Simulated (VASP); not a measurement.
# TaH3Br2 (P6/mmm) in VASP: notebook

The runs below take TaH3Br2 through single point, with PBE.

Program: VASP 6.6.1. These are calculated values, not measurements. Logs are shortened: lines on timing, memory, paths and dates and some standing lists are left out, and cuts for length are marked.

### 1 The cell of the first run

The structure is hexagonal, space group P6/mmm (No. 191). Conventional cell: a = 5.196 Å, b = 5.196 Å, c = 3.138 Å, α = 90.00°, β = 90.00°, γ = 120.00°. Within 3.9 Å of Ta (site symmetry 6/mmm) lie 6 Br at 3.00 Å and 12 H at 3.03 Å and 2 Ta at 3.14 Å. H (site symmetry mmm) has 4 Br at 2.17 Å and 4 H at 2.60 Å within 2.9 Å. Within 3.0 Å of Br (site symmetry -6m2) lie 6 H at 2.17 Å and 3 Ta at 3.00 Å and 3 Br at 3.00 Å.

The cell was built from a structure type or drawn by symmetry, and may not be a known phase.

### 2 Single point, PBE, collinear spin

Input file INCAR:

```
SYSTEM = TaH3Br2
PREC     = Accurate       ! precision mode
ENCUT    = 520            ! plane-wave cutoff, eV
EDIFF    = 1E-6           ! SCF threshold, eV
ISMEAR   = 0              ! smearing method
SIGMA    = 0.1            ! smearing width, eV
LREAL    = .False.        ! projectors in reciprocal space
LASPH    = .True.         ! aspherical terms in the spheres
NELM     = 150            ! most SCF steps
ALGO     = Normal         ! electronic algorithm
ISIF     = 2              ! what is computed and relaxed
LWAVE    = .False.        ! write WAVECAR
LCHARG   = .False.        ! write CHGCAR
ISPIN    = 2              ! spin polarisation
MAGMOM   = 1 0 0 0 0 0    ! initial moments
LORBIT   = 11             ! projections on sites
LMAXMIX  = 4              ! l up to which the mixer works
GGA      = PE             ! functional
NBANDS   = 27             ! bands
```

Input file KPOINTS:

```
regular mesh
0
Gamma
  6 6 6
  0 0 0
```

Input file POSCAR:

```
TaH3Br2
1.0
    5.1957430723     -0.0000000027      0.0000000000
   -2.5978715338      4.4996454935      0.0000000000
    0.0000000000      0.0000000000      3.1383239011
Ta H Br
1 3 2
Direct
    0.0000000000      0.0000000000      0.0000000000
    0.5000000000      0.0000000000      0.5000000000
    0.0000000000      0.5000000000      0.5000000000
    0.5000000000      0.5000000000      0.5000000000
    0.6666666667      0.3333333333      0.0000000000
    0.3333333333      0.6666666667      0.0000000000
```

Potentials or basis: VASP PAW PBE potentials, release 64 (Ta_pv, H, Br).

The run is started by

```sh
> cat potpaw_PBE.64/Ta_pv/POTCAR potpaw_PBE.64/H/POTCAR potpaw_PBE.64/Br/POTCAR > POTCAR
> mpirun -np 1 vasp_std > vasp.out
```

OUTCAR:

```text
SYSTEM = TaH3Br2
   PREC = Accurate
   ENCUT = 520
   EDIFF = 1E-6
   ISMEAR = 0
   LREAL = .False.
   LASPH = .True.
   NELM = 150
   ISIF = 2
   ISPIN = 2
   LORBIT = 11
   GGA = PE

 ion  position               nearest neighbor table
   1  0.000  0.000  0.000-   5 3.00   6 3.00   6 3.00   5 3.00   5 3.00   6 3.00
   2  0.500  0.000  0.500-
   3  0.000  0.500  0.500-
   4  0.500  0.500  0.500-
   5  0.667  0.333  0.000-   1 3.00   1 3.00   1 3.00
   6  0.333  0.667  0.000-   1 3.00   1 3.00   1 3.00

  LATTYP: Found a hexagonal cell.
 ALAT       =     5.1957430723
 C/A-ratio  =     0.6040183006

  Lattice vectors:

 A1 = (   5.1957430723,  -0.0000000027,   0.0000000000)
 A2 = (  -2.5978715338,   4.4996454935,   0.0000000000)
 A3 = (   0.0000000000,   0.0000000000,   3.1383239011)

Analysis of symmetry for initial positions (statically):
=====================================================================
 Subroutine PRICEL returns:
 Original cell was already a primitive cell.

 Routine SETGRP: Setting up the symmetry group for a
 hexagonal supercell.

 Subroutine GETGRP returns: Found 24 space group operations
 (whereof 24 operations were pure point group operations)
 out of a pool of 24 trial point group operations.

The static configuration has the point symmetry D_6h.

Analysis of symmetry for dynamics (positions and initial velocities):
=====================================================================
 Subroutine PRICEL returns:
 Original cell was already a primitive cell.

 Routine SETGRP: Setting up the symmetry group for a
 hexagonal supercell.

 Subroutine GETGRP returns: Found 24 space group operations
 (whereof 24 operations were pure point group operations)
 out of a pool of 24 trial point group operations.

The dynamic configuration has the point symmetry D_6h.

Analysis of structural, dynamic, and magnetic symmetry:
=====================================================================
 Subroutine PRICEL returns:
 Original cell was already a primitive cell.

 Routine SETGRP: Setting up the symmetry group for a
 hexagonal supercell.

 Subroutine GETGRP returns: Found 24 space group operations
 (whereof 24 operations were pure point group operations)
 out of a pool of 24 trial point group operations.

The overall configuration has the point symmetry D_6h.

 Subroutine INISYM returns: Found 24 space group operations
 (whereof 24 operations are pure point group operations),
 and found     1 'primitive' translations

----------------------------------------------------------------------------------------

                                     Primitive cell

  volume of cell :      73.3709

  direct lattice vectors                    reciprocal lattice vectors
     5.195743072 -0.000000003  0.000000000     0.192465252  0.111119865  0.000000000
    -2.597871534  4.499645494  0.000000000     0.000000000  0.222239730  0.000000000
     0.000000000  0.000000000  3.138323901     0.000000000  0.000000000  0.318641425

  length of vectors
     5.195743072  5.195743072  3.138323901     0.222239730  0.222239730  0.318641425

  position of ions in fractional coordinates (direct lattice)
     0.000000000  0.000000000  0.000000000
     0.500000000  0.000000000  0.500000000
     0.000000000  0.500000000  0.500000000
     0.500000000  0.500000000  0.500000000
     0.666666667  0.333333333  0.000000000
     0.333333333  0.666666667  0.000000000

  ion indices of the primitive-cell ions
   primitive index   ion index
                 1           1
                 2           2
                 3           3
                 4           4
                 5           5
                 6           6

----------------------------------------------------------------------------------------

 KPOINTS: regular mesh

Automatic generation of k-mesh.
[... 24 lines left out ...]
  0.166667  0.000000  0.000000      6.000000
  0.333333  0.000000  0.000000      6.000000
  0.500000 -0.000000  0.000000      3.000000
  0.166667  0.166667  0.000000      6.000000
  0.333333  0.166667  0.000000     12.000000
[... 16 lines left out ...]
  0.166667  0.000000  0.500000      6.000000
  0.333333  0.000000  0.500000      6.000000
 [... further k-points ...]
   k-points           NKPTS =     28   k-points in BZ     NKDIM =     28   number of bands    NBANDS=     27
   number of dos      NEDOS =    301   number of ions     NIONS =      6
   total plane-waves  NPLWV =  38400
   dimension x,y,z NGX =    40 NGY =   40 NGZ =   24
   dimension x,y,z NGXF=    80 NGYF=   80 NGZF=   48
   ions per type =               1   3   2
   NGX,Y,Z   is equivalent  to a cutoff of  12.80, 12.80, 12.71 a.u.
   NGXF,Y,Z  is equivalent  to a cutoff of  25.60, 25.60, 25.43 a.u.
 SYSTEM =  TaH3Br2
   PREC   = accura    normal or accurate (medium, high low for compatibility)
   ISTART =      0    job   : 0-new  1-cont  2-samecut
   ICHARG =      2    charge: 1-file 2-atom 10-const
   ISPIN  =      2    spin polarized calculation?
   LNONCOLLINEAR =      F non collinear calculations
   LSORBIT =      F    spin-orbit coupling
   LASPH  =      T    aspherical Exc in radial PAW
   ENCUT  =  520.0 eV  38.22 Ry    6.18 a.u.   9.66  9.66  5.84*2*pi/ulx,y,z
   NELM   =    150;   NELMIN=  2; NELMDL= -5     # of ELM steps
   EDIFF  = 0.1E-05   stopping-criterion for ELM
   LREAL  =      F    real-space projection
   EDIFFG = 0.1E-04   stopping-criterion for IOM
   NSW    =      0    number of steps for IOM
   IBRION =     -1    ionic relax: 0-MD 1-quasi-New 2-CG
   NFREE  =      0    steps in history (QN), initial steepest desc. (CG)
   ISIF   =      2    stress and relaxation
   ISYM   =      2    0-nonsym 1-usesym 2-fastsym
   POTIM  = 0.5000    time-step for ionic-motion
   TEBEG  =    0.0;   TEEND  =   0.0 temperature during run
   PSTRESS=    0.0 pullay stress
   NELECT =      28.0000    total number of electrons
   NUPDOWN=      -1.0000    fix difference up-down
   EMIN   =  10.00;   EMAX   =-10.00  energy-range for DOS
   EFERMI =   0.00;   METHOD = LEGACY
   ISMEAR =     0;   SIGMA  =   0.10  broadening in eV -4-tet -1-fermi 0-gaus
   EFERMI_NEDOS =   21; number of points for ismear=-14 and -15
   IALGO  =     38    algorithm
   IMIX   =      4    mixing-type and parameters
     AMIX     =   0.40;   BMIX     =  1.00
     AMIX_MAG =   1.60;   BMIX_MAG =  1.00
  volume/ion in A,a.u.               =      12.23        82.52
  Fermi-wavevector in a.u.,A,eV,Ry     =   1.187462  2.243977 19.185102  1.410065
  Thomas-Fermi vector in A             =   2.323612
   LORBIT       =     11    0 simple, 1 ext, 2 COOP (PROOUT), +10 PAW based schemes
   GGA     = PE    functional components
   LHFCALC =     F    Hartree Fock is set to
   AEXX    =    0.0000 exact exchange contribution
   IVDW    =     0    specifies the selected vdW correction
   LEPSILON=     F    determine dielectric tensor
   LRPA    =     F    only Hartree local field effects (RPA)
 spin polarized calculation
 Gauss-broadening in eV      SIGMA  =   0.10
  energy-cutoff  :      520.00
  volume of cell :       73.37
 maximum number of plane-waves:      2016
 NGX is ok and might be reduce to    40
   NGX = 19   NGY = 19   NGZ = 11

 number of electron      28.0000002 magnetization       0.3840418

 Free energy of the ion-electron system (eV)
  ---------------------------------------------------
  ext. energy  EPLUGINS =         0.00000000
  ---------------------------------------------------
  free energy    TOTEN  =       -16.93788826 eV

  energy without entropy =      -16.91385905  energy(sigma->0) =      -16.92587366

 E-fermi :   5.6224     XC(G=0): -10.8559

 val. band max:        5.5912969779   @ k =   0.1667   0.0000   0.1667
 cond. band min:       5.6258253998   @ k =   0.3333   0.1667   0.0000
 fundamental gap:      0.0345284219
 Fermi energy:         5.6223900149

 spin component 1

 k-point     1 :       0.0000    0.0000    0.0000
  band No.  band energies     occupation
      1     -30.3431      1.00000
      2     -30.3431      1.00000
      3     -29.7273      1.00000
      4     -13.1368      1.00000
      5     -10.9402      1.00000
      6      -3.2652      1.00000
[... 685 lines left out ...]
     25      15.0998      0.00000
     26      16.8269      0.00000

 [... further k-points ...]

 spin component 2

 k-point     1 :       0.0000    0.0000    0.0000
  band No.  band energies     occupation
      1     -30.1973      1.00000
      2     -30.1973      1.00000
      3     -29.6008      1.00000
      4     -13.1252      1.00000
      5     -10.9382      1.00000
      6      -3.2266      1.00000
[... 685 lines left out ...]
     25      15.1660      0.00000
     26      16.9048      0.00000

 [... further k-points ...]

 [bands above 26 left out]

------------------------ aborting loop because EDIFF is reached ----------------------------------------

  FORCE on cell =-STRESS in cart. coord.  units (eV):
  Direction    XX          YY          ZZ          XY          YZ          ZX
  --------------------------------------------------------------------------------------
  -------------------------------------------------------------------------------------
  Total        0.1214685      0.1214685     -0.0985685      0.0000000      0.0000000      0.0000000
  in kB        2.6524709      2.6524709     -2.1524094      0.0000000      0.0000000      0.0000000
  external PRESSURE =       1.0508442 kB  Pullay stress =       0.0000000 kB

 VOLUME and BASIS-vectors are now :
 -----------------------------------------------------------------------------
  energy-cutoff  :      520.00
  volume of cell :       73.37
      direct lattice vectors                 reciprocal lattice vectors
     5.195743072 -0.000000003  0.000000000     0.192465252  0.111119865  0.000000000
    -2.597871534  4.499645494  0.000000000     0.000000000  0.222239730  0.000000000
     0.000000000  0.000000000  3.138323901     0.000000000  0.000000000  0.318641425

 POSITION                                       TOTAL-FORCE (eV/Angst)
 -----------------------------------------------------------------------------------
      0.00000      0.00000      0.00000         0.000000     -0.000000     -0.000000
      2.59787     -0.00000      1.56916         0.000000     -0.000000     -0.000000
     -1.29894      2.24982      1.56916         0.000000     -0.000000     -0.000000
      1.29894      2.24982      1.56916         0.000000     -0.000000     -0.000000
      2.59787      1.49988      0.00000        -0.000000      0.000000      0.000000
      0.00000      2.99976      0.00000         0.000000     -0.000000     -0.000000
 -----------------------------------------------------------------------------------
    total drift:                                0.000000     -0.000000      0.000000

  FREE ENERGIE OF THE ION-ELECTRON SYSTEM (eV)
  ---------------------------------------------------
  free  energy   TOTEN  =       -16.9378882640 eV

  energy  without entropy=      -16.9138590547  energy(sigma->0) =      -16.92587366

 total charge

# of ion       s       p       d       tot
------------------------------------------
    1        0.288   6.012   2.203   8.502
    2        0.413   0.014   0.000   0.427
    3        0.413   0.014   0.000   0.427
    4        0.413   0.014   0.000   0.427
    5        1.659   3.042   0.109   4.810
    6        1.659   3.042   0.109   4.810
--------------------------------------------------
tot          4.845  12.138   2.421  19.404

 magnetization (x)

# of ion       s       p       d       tot
------------------------------------------
    1        0.010   0.005   0.204   0.219
    2        0.008   0.000   0.000   0.008
    3        0.008   0.000   0.000   0.008
    4        0.008   0.000   0.000   0.008
    5        0.002  -0.003   0.003   0.002
    6        0.002  -0.003   0.003   0.002
--------------------------------------------------
tot          0.037   0.000   0.209   0.247
```

Wall time 2.3 min (1 thread of AMD EPYC 7R43 (Zen 3), shared host); peak memory 0.25 GiB.

Results:

| Property | Result |
| --- | --- |
| Free energy | -16.9379 eV |
| Pressure | 0.1 GPa |
| Net moment | 0.38 μB per cell |
| Site moments | Ta +0.22; H +0.01; Br +0.00 μB |
| Valence electrons inside the program's atomic spheres | Ta 8.50; H 0.43; Br 4.81 |

Levels at points of the mesh, in eV from the Fermi level:
Spin up:
```tsv
k point	band 10	band 11	band 12	band 13	band 14	band 15	band 16	band 17	band 18	band 19
(0.00, 0.00, 0.00)	-4.08	-3.26	-1.74	-0.75	0.25	0.73	0.73	1.49	1.49	2.87
(0.50, 0.00, 0.00)	-2.95	-2.87	-2.31	-1.58	-0.36	0.64	1.27	1.34	1.42	1.88
(0.00, 0.00, 0.50)	-3.55	-3.55	-3.27	-3.27	-1.68	-1.68	0.43	1.71	1.71	2.47
(0.50, 0.00, 0.50)	-4.01	-3.67	-3.52	-1.14	-0.73	-0.22	-0.06	1.66	2.11	2.60
```
Spin down:
```csv
k point,band 12,band 13,band 14,band 15,band 16,band 17
"(0.00, 0.00, 0.00)",-1.73,-0.64,0.39,0.90,0.90,1.71
"(0.50, 0.00, 0.00)",-2.30,-1.44,-0.31,0.81,1.41,1.42
"(0.00, 0.00, 0.50)",-3.20,-3.20,-1.49,-1.49,0.61,1.89
"(0.50, 0.00, 0.50)",-3.47,-1.08,-0.55,-0.05,0.12,1.81
```

Caveat: spin-orbit coupling is left out, which moves the levels of the heavy elements.

### 3 Single point, PBE, collinear spin

This run uses another cell than the first one, of 16.90 Å³/atom.

Input file INCAR:

```
PREC = Accurate
ENCUT = 520
EDIFF = 1E-6
ISMEAR = 0
SIGMA = 0.1
LREAL = F
LASPH = T
NELM = 150
ALGO = Normal
ISIF = 2
LWAVE = F
LCHARG = T
ISPIN = 2
MAGMOM = 1 0 0 0 0 0
LORBIT = 11
LMAXMIX = 4
GGA = PE
LELF = T
LVHAR = T
NBANDS = 27
```

Input file KPOINTS:

```
regular mesh
0
Gamma
  6 6 6
```

Input file POSCAR:

```
TaH3Br2
1.0
    5.6129923300      0.0000000000      0.0000000000
   -2.8064961600      4.8609939500      0.0000000000
    0.0000000000      0.0000000000      3.7162903200
Ta H Br
1 3 2
Direct
    0.0000000000      0.0000000000      0.0000000000
    0.5000000000      0.0000000000      0.5000000000
    0.0000000000      0.5000000000      0.5000000000
    0.5000000000      0.5000000000      0.5000000000
    0.6666666700      0.3333333300      0.0000000000
    0.3333333300      0.6666666700      0.0000000000
```

Potentials or basis: VASP PAW PBE potentials, release 64 (Ta_pv, H, Br).

The run is started by

```sh
> cat potpaw_PBE.64/Ta_pv/POTCAR potpaw_PBE.64/H/POTCAR potpaw_PBE.64/Br/POTCAR > POTCAR
> mpirun -np 1 vasp_std > vasp.out
```

OUTCAR:

```text
PREC = Accurate
   ENCUT = 520
   EDIFF = 1E-6
   ISMEAR = 0
   LREAL = F
   LASPH = T
   NELM = 150
   ISIF = 2
   ISPIN = 2
   LORBIT = 11
   GGA = PE

 ion  position               nearest neighbor table
   1  0.000  0.000  0.000-
   2  0.500  0.000  0.500-
   3  0.000  0.500  0.500-
   4  0.500  0.500  0.500-
   5  0.667  0.333  0.000-
   6  0.333  0.667  0.000-

  LATTYP: Found a hexagonal cell.
 ALAT       =     5.6129923300
 C/A-ratio  =     0.6620871901

  Lattice vectors:

 A1 = (   5.6129923300,   0.0000000000,   0.0000000000)
 A2 = (  -2.8064961600,   4.8609939500,   0.0000000000)
 A3 = (   0.0000000000,   0.0000000000,   3.7162903200)

Analysis of symmetry for initial positions (statically):
=====================================================================
 Subroutine PRICEL returns:
 Original cell was already a primitive cell.
[... 1607 lines left out ...]
  -------------------------------------------------------------------------------------
  Total       -6.4338500     -6.4338500     -5.7303472     -0.0000000     -0.0000000      0.0000000
  in kB     -101.6605248   -101.6605248    -90.5445584     -0.0000001     -0.0000000      0.0000000
  external PRESSURE =     -97.9552027 kB  Pullay stress =       0.0000000 kB

 VOLUME and BASIS-vectors are now :
 -----------------------------------------------------------------------------
  energy-cutoff  :      520.00
  volume of cell :      101.40
      direct lattice vectors                 reciprocal lattice vectors
     5.612992330  0.000000000  0.000000000     0.178158091  0.102859622  0.000000000
    -2.806496160  4.860993950  0.000000000     0.000000000  0.205719244  0.000000000
     0.000000000  0.000000000  3.716290320     0.000000000  0.000000000  0.269085543

 POSITION                                       TOTAL-FORCE (eV/Angst)
 -----------------------------------------------------------------------------------
      0.00000      0.00000      0.00000         0.000000      0.000000      0.000000
      2.80650      0.00000      1.85815         0.000000      0.000000      0.000000
     -1.40325      2.43050      1.85815         0.000000      0.000000      0.000000
      1.40325      2.43050      1.85815         0.000000      0.000000      0.000000
      2.80650      1.62033      0.00000        -0.000000      0.000000      0.000000
     -0.00000      3.24066      0.00000         0.000000     -0.000000      0.000000
 -----------------------------------------------------------------------------------
    total drift:                                0.000000     -0.000000     -0.000000

  FREE ENERGIE OF THE ION-ELECTRON SYSTEM (eV)
  ---------------------------------------------------
  free  energy   TOTEN  =       -15.6762085851 eV

  energy  without entropy=      -15.6526695189  energy(sigma->0) =      -15.66443905

 total charge

# of ion       s       p       d       tot
------------------------------------------
    1        0.260   5.976   2.093   8.329
    2        0.375   0.005   0.000   0.380
    3        0.375   0.005   0.000   0.380
    4        0.375   0.005   0.000   0.380
    5        1.649   3.038   0.043   4.729
    6        1.649   3.038   0.043   4.729
--------------------------------------------------
tot          4.682  12.068   2.178  18.928

 magnetization (x)

# of ion       s       p       d       tot
------------------------------------------
    1        0.048   0.016   1.345   1.409
    2       -0.125  -0.000   0.000  -0.125
    3       -0.125  -0.000   0.000  -0.125
    4       -0.125  -0.000   0.000  -0.125
    5       -0.001  -0.074  -0.002  -0.077
    6       -0.001  -0.074  -0.002  -0.077
--------------------------------------------------
tot         -0.328  -0.132   1.340   0.880
```

Run time: 5.5 min. Hardware: 1 thread of AMD EPYC 7R43 (Zen 3), shared host; peak memory 0.3 GiB.

Results:

```
Free energy                                           : -15.6762 eV
Pressure                                              : -9.8 GPa
Net moment                                            : 1.11 μB per cell
Site moments                                          : Ta +1.41; H -0.12; Br -0.08 μB
Valence electrons inside the program's atomic spheres : Ta 8.33; H 0.38; Br 4.73
```

Stress tensor (GPa, compression positive):
```
-10.17   0.00   0.00
  0.00 -10.17   0.00
  0.00   0.00  -9.05
```

Caveat: the cell stands under tension; spin-orbit coupling is left out, which moves the levels of the heavy elements.
